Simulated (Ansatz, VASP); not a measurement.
P: VASP beside Ansatz

The input POSCAR:

```
P
1.0
    0.0000000000      2.7391031705      2.7391031705
    2.7391031705      0.0000000000      2.7391031705
    2.7391031705      2.7391031705      0.0000000000
P
2
Direct
    0.1250000000      0.1250000000      0.1250000000
    0.8750000000      0.8750000000      0.8750000000
```

The input INCAR.step1:

```
SYSTEM = P
PREC = Accurate ; ENCUT = 600
ISMEAR = -1 ; SIGMA = 0.1
LREAL = .FALSE. ; LASPH = .TRUE.
NELM = 60 ; GGA = PE
ALGO = Normal ; EDIFF = 1E-4
LWAVE = .TRUE. ; LCHARG = .FALSE.
```

INCAR.step2

```
SYSTEM = P
PREC = Accurate ; ENCUT = 600
EDIFF = 1E-6 ; ISMEAR = -1
SIGMA = 0.1 ; LREAL = .FALSE.
LASPH = .TRUE. ; NELM = 60
ALGO = Normal ; ISIF = 3
LWAVE = .FALSE. ; LCHARG = .FALSE.
METAGGA = R2SCAN ; LMIXTAU = .TRUE.
IBRION = 2 ; NSW = 80
EDIFFG = -0.01 ; ISTART = 1
```

The input KPOINTS:

```
regular mesh
0
G
  10 10 10
  0 0 0
```

Input for Ansatz:

```yaml
crystal:
  lattice:
    - [0.0, 2.7391031705, 2.7391031705]
    - [2.7391031705, 0.0, 2.7391031705]
    - [2.7391031705, 2.7391031705, 0.0]
  atoms:
    - { symbol: P, position: [0.125, 0.125, 0.125] }
    - { symbol: P, position: [0.875, 0.875, 0.875] }
hamiltonian:
  xc: r2scan
  pseudopotentials:
    kind: paw
    azcp:
      P: "pseudopotentials/P.paw.azcp"
basis:
  ecutwfc: 500
  fft_grid_basis: typed
kpoints:
  mp_grid: { grid: [10, 10, 10], shift: [0, 0, 0] }
magnetization:
  spin_polarized: false
scf:
  occupations: { method: fermi_dirac, width: 0.1 }
relax:
  max_steps: 60
  f_tol: 0.01
  cell: {}
```

Alike in both runs: task relaxation of cell and atoms; functional r2SCAN; k mesh 10 × 10 × 10; occupations fermi-dirac, width 0.1 eV; no spin polarisation.

|  | VASP | Ansatz |
| --- | --- | --- |
| version | VASP 6.6.1 | Ansatz 0.2.0 |
| potentials or method | VASP PAW PBE potentials, release 64 (P), cutoff 600 eV | plane waves (500 eV) with PAW, scalar-relativistic |
| valence electrons in the cell | 10 | 10 |

|  | VASP | Ansatz | Ansatz less VASP |
| --- | --- | --- | --- |
| relaxed volume (Å³/atom) | 19.88 | 19.94 | +0.054 |
| relaxed length of the cell vector where the two differ most in proportion (Å) | 3.831 | 3.835 | +0.0035 |

VASP's potentials were made for PBE, not for r2SCAN.
